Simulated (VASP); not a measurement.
Write the native input for VASP 6.6.1 that does the following.

| Item | Value |
| --- | --- |
| Task | single point |
| Functional | PBE |
| Dispersion | D3(BJ) |
| Potentials or basis | VASP PAW PBE potentials, release 64 (Te, Mo_sv) |
| Cutoff | 500 eV |
| k mesh | 9 × 9 × 2 |
| Occupations | gaussian, width 0.02 eV |
| Spin | no spin polarisation |
| Dipole correction | no |
| Further INCAR settings | ALGO = Normal; EDIFF = 1e-06; NBANDS = 35 |

The structure of Te2Mo (series) lies in POSCAR:

```
Te2Mo
1.0
    3.5182000000      0.0000000000      0.0000000000
   -1.7591000000      3.0468505760      0.0000000000
    0.0000000000      0.0000000000     13.9736000000
Te Mo
4 2
Direct
    0.3333333330      0.6666666670      0.6210000000
    0.6666666670      0.3333333330      0.1210000000
    0.3333333330      0.6666666670      0.8790000000
    0.6666666670      0.3333333330      0.3790000000
    0.3333333330      0.6666666670      0.2500000000
    0.6666666670      0.3333333330      0.7500000000
```

The input as run:

INCAR

```
ALGO     = Normal         # electronic algorithm
EDIFF    = 1E-6           # SCF threshold, eV
ENCUT    = 500            # plane-wave cutoff, eV
GGA      = PE             # functional
GGA_COMPAT= False        
ISIF     = 2              # what is computed and relaxed
ISMEAR   = 0              # smearing method
IVDW     = 12             # dispersion correction
LASPH    = True           # aspherical terms in the spheres
LCHARG   = False          # write CHGCAR
LREAL    = False          # projectors in reciprocal space
LWAVE    = False          # write WAVECAR
NBANDS   = 35             # bands
NELM     = 120            # most SCF steps
PREC     = Accurate       # precision mode
SIGMA    = 0.02           # smearing width, eV
```

KPOINTS

```
k-points
0
Gamma
  9 9 2
```

Potentials or basis: VASP PAW PBE potentials, release 64 (Te, Mo_sv).

Launch:

```bash
$ cat potpaw_PBE.64/Te/POTCAR potpaw_PBE.64/Mo_sv/POTCAR > POTCAR
$ mpirun -np 1 vasp_std > vasp.out
```

It gave:

```
Pressure                   : -0.5 GPa
Largest force              : 0.181 eV/Å
Band gap on the k mesh     : 0.78 eV, indirect (least direct gap 1.04 eV)
Dispersion energy per atom : -0.537 eV
```

Caveat: spin-orbit coupling is left out, which moves the levels of the heavy elements.

It took 2.4 min on 1 thread of Intel Xeon 6975P-C (shared host), peak memory 0.34 GiB.
